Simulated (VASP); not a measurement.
# Hf (P6_3/mmc) in VASP: notebook

Runs on Hf. Level: PBEsol. Tasks: single point.

All numbers are computed with VASP 6.6.1; they aren't measurements. Logs are shortened: lines on timing, memory, paths and dates and some standing lists are left out, and cuts for length are marked.

**1. The cell of the first run**

The structure is hexagonal, space group P6_3/mmc (No. 194). The conventional cell has a = 3.197 Å, b = 3.197 Å, c = 5.058 Å, α = 90.00°, β = 90.00°, γ = 120.00°. Within 4.1 Å of Hf (site symmetry -6m2) lie 12 Hf at 3.13 to 3.20 Å.

**2. Single point, PBEsol**

Contents of INCAR:

```
SYSTEM = Hf
ALGO = Fast ; EDIFF = 1E-6
ENCUT = 520 ; GGA = PS
ISIF = 2 ; ISMEAR = 0
LASPH = .TRUE. ; LCHARG = .FALSE.
LREAL = .FALSE. ; LWAVE = .FALSE.
NBANDS = 17 ; NELM = 80
PREC = Accurate ; SIGMA = 0.1
```

Contents of KPOINTS:

```
k-points
0
G
  6 6 4
  0 0 0
```

Contents of POSCAR:

```
Hf
1.0
    3.1966985242      0.0000000000      0.0000000000
   -1.5983492621      2.7684221302      0.0000000000
    0.0000000000      0.0000000000      5.0578000000
Hf
2
Direct
    0.3333333333      0.6666666667      0.2500000000
    0.6666666667      0.3333333333      0.7500000000
```

Potentials or basis: VASP PAW PBE potentials, release 64 (Hf_pv).

Run with:

```bash
$ cat potpaw_PBE.64/Hf_pv/POTCAR > POTCAR
$ mpirun -np 1 vasp_std > vasp.out
```

OUTCAR:

```text
SYSTEM = Hf
   EDIFF = 1E-6
   ENCUT = 520
   GGA = PS
   ISIF = 2
   ISMEAR = 0
   LASPH = .TRUE.
   LREAL = .FALSE.
   NELM = 80
   PREC = Accurate

 ion  position               nearest neighbor table
   1  0.333  0.667  0.250-   2 3.13   2 3.13   2 3.13   2 3.13   2 3.13   2 3.13
   2  0.667  0.333  0.750-   1 3.13   1 3.13   1 3.13   1 3.13   1 3.13   1 3.13

  LATTYP: Found a hexagonal cell.
 ALAT       =     3.1966985242
 C/A-ratio  =     1.5821948681

  Lattice vectors:

 A1 = (   3.1966985242,   0.0000000000,   0.0000000000)
 A2 = (  -1.5983492621,   2.7684221302,   0.0000000000)
 A3 = (   0.0000000000,   0.0000000000,   5.0578000000)

Analysis of symmetry for initial positions (statically):
=====================================================================
 Subroutine PRICEL returns:
 Original cell was already a primitive cell.

 Routine SETGRP: Setting up the symmetry group for a
 hexagonal supercell.

 Subroutine GETGRP returns: Found 24 space group operations
 (whereof 12 operations were pure point group operations)
 out of a pool of 24 trial point group operations.

The static configuration has the point symmetry D_3d.
 The point group associated with its full space group is D_6h.

Analysis of symmetry for dynamics (positions and initial velocities):
=====================================================================
 Subroutine PRICEL returns:
 Original cell was already a primitive cell.

 Routine SETGRP: Setting up the symmetry group for a
 hexagonal supercell.

 Subroutine GETGRP returns: Found 24 space group operations
 (whereof 12 operations were pure point group operations)
 out of a pool of 24 trial point group operations.

The dynamic configuration has the point symmetry D_3d.
 The point group associated with its full space group is D_6h.

 Subroutine INISYM returns: Found 24 space group operations
 (whereof 12 operations are pure point group operations),
 and found     1 'primitive' translations

----------------------------------------------------------------------------------------

                                     Primitive cell

  volume of cell :      44.7606

  direct lattice vectors                    reciprocal lattice vectors
     3.196698524  0.000000000  0.000000000     0.312822743  0.180608295  0.000000000
    -1.598349262  2.768422130  0.000000000     0.000000000  0.361216589  0.000000000
     0.000000000  0.000000000  5.057800000     0.000000000  0.000000000  0.197714421

  length of vectors
     3.196698524  3.196698524  5.057800000     0.361216589  0.361216589  0.197714421

  position of ions in fractional coordinates (direct lattice)
     0.333333333  0.666666667  0.250000000
     0.666666667  0.333333333  0.750000000

  ion indices of the primitive-cell ions
   primitive index   ion index
                 1           1
                 2           2

----------------------------------------------------------------------------------------

 KPOINTS: k-points

Automatic generation of k-mesh.
 Grid dimensions read from file:
 generate k-points for:    6    6    4

 Generating k-lattice:

  Cartesian coordinates                     Fractional coordinates (reciprocal lattice)
     0.052137124  0.030101382  0.000000000     0.166666667  0.000000000  0.000000000
     0.000000000  0.060202765  0.000000000     0.000000000  0.166666667  0.000000000
     0.000000000  0.000000000  0.049428605     0.000000000  0.000000000  0.250000000

  Length of vectors
     0.060202765  0.060202765  0.049428605

  Shift w.r.t. Gamma in fractional coordinates (k-lattice)
     0.000000000  0.000000000  0.000000000

 Subroutine IBZKPT returns following result:
 ===========================================

 Found     21 irreducible k-points:

 Following reciprocal coordinates:
            Coordinates               Weight
  0.000000  0.000000  0.000000      1.000000
  0.166667  0.000000  0.000000      6.000000
  0.333333  0.000000  0.000000      6.000000
  0.500000 -0.000000  0.000000      3.000000
  0.166667  0.166667  0.000000      6.000000
  0.333333  0.166667  0.000000     12.000000
[... 13 lines left out ...]
  0.333333  0.166667  0.500000     12.000000
  0.333333  0.333333  0.500000      2.000000
   k-points           NKPTS =     21   k-points in BZ     NKDIM =     21   number of bands    NBANDS=     17
   number of dos      NEDOS =    301   number of ions     NIONS =      2
   total plane-waves  NPLWV =  23040
   dimension x,y,z NGX =    24 NGY =   24 NGZ =   40
   dimension x,y,z NGXF=    48 NGYF=   48 NGZF=   80
   ions per type =               2
   NGX,Y,Z   is equivalent  to a cutoff of  12.48, 12.48, 13.15 a.u.
   NGXF,Y,Z  is equivalent  to a cutoff of  24.96, 24.96, 26.30 a.u.
 SYSTEM =  Hf
   PREC   = accura    normal or accurate (medium, high low for compatibility)
   ISTART =      0    job   : 0-new  1-cont  2-samecut
   ICHARG =      2    charge: 1-file 2-atom 10-const
   ISPIN  =      1    spin polarized calculation?
   LNONCOLLINEAR =      F non collinear calculations
   LSORBIT =      F    spin-orbit coupling
   LASPH  =      T    aspherical Exc in radial PAW
   ENCUT  =  520.0 eV  38.22 Ry    6.18 a.u.   5.94  5.94  9.40*2*pi/ulx,y,z
   NELM   =     80;   NELMIN=  2; NELMDL= -5     # of ELM steps
   EDIFF  = 0.1E-05   stopping-criterion for ELM
   LREAL  =      F    real-space projection
   EDIFFG = 0.1E-04   stopping-criterion for IOM
   NSW    =      0    number of steps for IOM
   IBRION =     -1    ionic relax: 0-MD 1-quasi-New 2-CG
   NFREE  =      0    steps in history (QN), initial steepest desc. (CG)
   ISIF   =      2    stress and relaxation
   ISYM   =      2    0-nonsym 1-usesym 2-fastsym
   POTIM  = 0.5000    time-step for ionic-motion
   TEBEG  =    0.0;   TEEND  =   0.0 temperature during run
   PSTRESS=    0.0 pullay stress
   NELECT =      20.0000    total number of electrons
   NUPDOWN=      -1.0000    fix difference up-down
   EMIN   =  10.00;   EMAX   =-10.00  energy-range for DOS
   EFERMI =   0.00;   METHOD = LEGACY
   ISMEAR =     0;   SIGMA  =   0.10  broadening in eV -4-tet -1-fermi 0-gaus
   EFERMI_NEDOS =   21; number of points for ismear=-14 and -15
   IALGO  =     68    algorithm
   IMIX   =      4    mixing-type and parameters
     AMIX     =   0.40;   BMIX     =  1.00
     AMIX_MAG =   1.60;   BMIX_MAG =  1.00
  volume/ion in A,a.u.               =      22.38       151.03
  Fermi-wavevector in a.u.,A,eV,Ry     =   1.251564  2.365112 21.312324  1.566412
  Thomas-Fermi vector in A             =   2.385505
   LORBIT       =      0    0 simple, 1 ext, 2 COOP (PROOUT), +10 PAW based schemes
   GGA     = PS    functional components
   LHFCALC =     F    Hartree Fock is set to
   AEXX    =    0.0000 exact exchange contribution
   IVDW    =     0    specifies the selected vdW correction
   LEPSILON=     F    determine dielectric tensor
   LRPA    =     F    only Hartree local field effects (RPA)
 non-spin polarized calculation
 RMM-DIIS sequential band-by-band and
 Gauss-broadening in eV      SIGMA  =   0.10
  energy-cutoff  :      520.00
  volume of cell :       44.76
 maximum number of plane-waves:      1236
 NGX is ok and might be reduce to    24
   NGX = 11   NGY = 11   NGZ = 19

 number of electron      20.0000004 magnetization

 Free energy of the ion-electron system (eV)
  ---------------------------------------------------
  ext. energy  EPLUGINS =         0.00000000
  ---------------------------------------------------
  free energy    TOTEN  =       -20.96155271 eV

  energy without entropy =      -20.94357933  energy(sigma->0) =      -20.95256602

 E-fermi :   4.8106     XC(G=0): -11.3894

 val. band max:        4.7286337419   @ k =   0.1667   0.0000   0.0000
 cond. band min:       4.8107210081   @ k =   0.3333   0.3333   0.2500
 fundamental gap:      0.0820872662
 Fermi energy:         4.8106262350

 k-point     1 :       0.0000    0.0000    0.0000
  band No.  band energies     occupation
      1     -26.2684      2.00000
      2     -25.5296      2.00000
      3     -25.5296      2.00000
      4     -25.4010      2.00000
      5     -25.4010      2.00000
      6     -25.3961      2.00000
[... 9 lines left out ...]
     16       7.3756      0.00000
     17      10.0829      0.00000

 k-point     2 :       0.1667    0.0000    0.0000
  band No.  band energies     occupation
      1     -26.1986      2.00000
      2     -25.6731      2.00000
      3     -25.5767      2.00000
      4     -25.5496      2.00000
      5     -25.4295      2.00000
      6     -25.4213      2.00000
[... 9 lines left out ...]
     16       7.4753      0.00000
     17      10.5714      0.00000

 k-point     3 :       0.3333    0.0000    0.0000
  band No.  band energies     occupation
      1     -26.0279      2.00000
      2     -25.9597      2.00000
      3     -25.8254      2.00000
      4     -25.6642      2.00000
      5     -25.5270      2.00000
      6     -25.4668      2.00000
[... 9 lines left out ...]
     16       9.3914      0.00000
     17      11.0776      0.00000

 k-point     4 :       0.5000   -0.0000    0.0000
  band No.  band energies     occupation
      1     -26.1018      2.00000
      2     -25.9547      2.00000
      3     -25.9002      2.00000
      4     -25.7059      2.00000
      5     -25.6178      2.00000
      6     -25.4909      2.00000
[... 9 lines left out ...]
     16      11.2150      0.00000
     17      11.7036      0.00000
[... 283 lines left out ...]
      1     -25.9884      2.00000
      2     -25.9884      2.00000
      3     -25.6317      2.00000
      4     -25.6317      2.00000
      5     -25.5423      2.00000
      6     -25.5423      2.00000
[... 9 lines left out ...]
     16       9.4219      0.00000
     17      10.3057      0.00000

 k-point    20 :       0.3333    0.1667    0.5000
  band No.  band energies     occupation
      1     -26.1091      2.00000
      2     -26.1091      2.00000
      3     -25.7265      2.00000
      4     -25.7265      2.00000
      5     -25.5490      2.00000
      6     -25.5490      2.00000
[... 9 lines left out ...]
     16      10.3153      0.00000
     17      11.5882      0.00000

 k-point    21 :       0.3333    0.3333    0.5000
  band No.  band energies     occupation
      1     -26.0676      2.00000
      2     -26.0676      2.00000
      3     -25.8593      2.00000
      4     -25.8593      2.00000
      5     -25.5348      2.00000
      6     -25.5348      2.00000
[... 9 lines left out ...]
     16       9.8098      0.00000
     17      13.3334      0.00000

------------------------ aborting loop because EDIFF is reached ----------------------------------------

  FORCE on cell =-STRESS in cart. coord.  units (eV):
  Direction    XX          YY          ZZ          XY          YZ          ZX
  --------------------------------------------------------------------------------------
  -------------------------------------------------------------------------------------
  Total       -1.1715330     -1.1715330     -0.9988456      0.0000000      0.0000000      0.0000000
  in kB      -41.9343065    -41.9343065    -35.7530672      0.0000000      0.0000000      0.0000000
  external PRESSURE =     -39.8738934 kB  Pullay stress =       0.0000000 kB

 VOLUME and BASIS-vectors are now :
 -----------------------------------------------------------------------------
  energy-cutoff  :      520.00
  volume of cell :       44.76
      direct lattice vectors                 reciprocal lattice vectors
     3.196698524  0.000000000  0.000000000     0.312822743  0.180608295  0.000000000
    -1.598349262  2.768422130  0.000000000     0.000000000  0.361216589  0.000000000
     0.000000000  0.000000000  5.057800000     0.000000000  0.000000000  0.197714421

 POSITION                                       TOTAL-FORCE (eV/Angst)
 -----------------------------------------------------------------------------------
     -0.00000      1.84561      1.26445        -0.000000      0.000000      0.000000
      1.59835      0.92281      3.79335         0.000000     -0.000000      0.000000
 -----------------------------------------------------------------------------------
    total drift:                               -0.000000      0.000000     -0.000000

  FREE ENERGIE OF THE ION-ELECTRON SYSTEM (eV)
  ---------------------------------------------------
  free  energy   TOTEN  =       -20.9615527079 eV

  energy  without entropy=      -20.9435793279  energy(sigma->0) =      -20.95256602
```

Wall time 35 s (1 thread of AMD EPYC 7R43 (Zen 3), shared host); peak memory 0.12 GiB.

Results:

```yaml
Free_energy: -20.9616 eV
Pressure: -4.0 GPa
Band_gap_on_the_k_mesh: zero (band 10 reaches 5.92 eV, above the bottom of band 11 at 4.57 eV)
```

Caveat: the k points lie up to 0.38 Å⁻¹ apart; the PAW data sets were made with another functional, which shifts forces and pressure a little; spin-orbit coupling is left out, which moves the levels of the heavy elements.

**3. Single point, PBEsol**

This run uses another cell than the first one, of 21.61 Å³/atom, 0.965 times its volume.

Contents of INCAR:

```
SYSTEM = Hf
ALGO = Fast
EDIFF = 1E-7
ENCUT = 520
GGA = PS
ISIF = 2
ISMEAR = 0
LASPH = .TRUE.
LCHARG = .FALSE.
LREAL = .FALSE.
LWAVE = .FALSE.
NBANDS = 17
NELM = 60
PREC = Accurate
SIGMA = 0.1
```

Contents of KPOINTS:

```
k-points
0
G
  15 15 8
  0 0 0
```

Contents of POSCAR:

```
Hf
1.0
    3.1602689362      0.0000000000      0.0000000000
   -1.5801344681      2.7368731815      0.0000000000
    0.0000000000      0.0000000000      4.9962244833
Hf
2
Direct
    0.3333333333      0.6666666667      0.2500000000
    0.6666666667      0.3333333333      0.7500000000
```

Potentials or basis: VASP PAW PBE potentials, release 64 (Hf_pv).

Run with:

```bash
$ cat potpaw_PBE.64/Hf_pv/POTCAR > POTCAR
$ mpirun -np 1 vasp_std > vasp.out
```

Run time: 2.8 min. Hardware: 1 thread of AMD EPYC 7R43 (Zen 3), shared host; peak memory 0.18 GiB.

Results (log left out):

* Free energy: -21.0101 eV
* Pressure: -0.4 GPa
* Band gap on the k mesh: zero (band 10 reaches 6.17 eV, above the bottom of band 11 at 4.56 eV)

Stress tensor (GPa, compression positive):
```
-0.32  0.00  0.00
 0.00 -0.32  0.00
 0.00  0.00 -0.45
```

Levels at points of the mesh, in eV from the Fermi level:
```
           k point  band 8  band 9  band 10  band 11  band 12  band 13
(0.00, 0.00, 0.00)   -3.83    0.80     1.17     1.17     1.47     2.03
(0.00, 0.00, 0.50)   -5.46    0.13     0.13     1.05     1.05     1.05
```

Caveat: the PAW data sets were made with another functional, which shifts forces and pressure a little; spin-orbit coupling is left out, which moves the levels of the heavy elements.
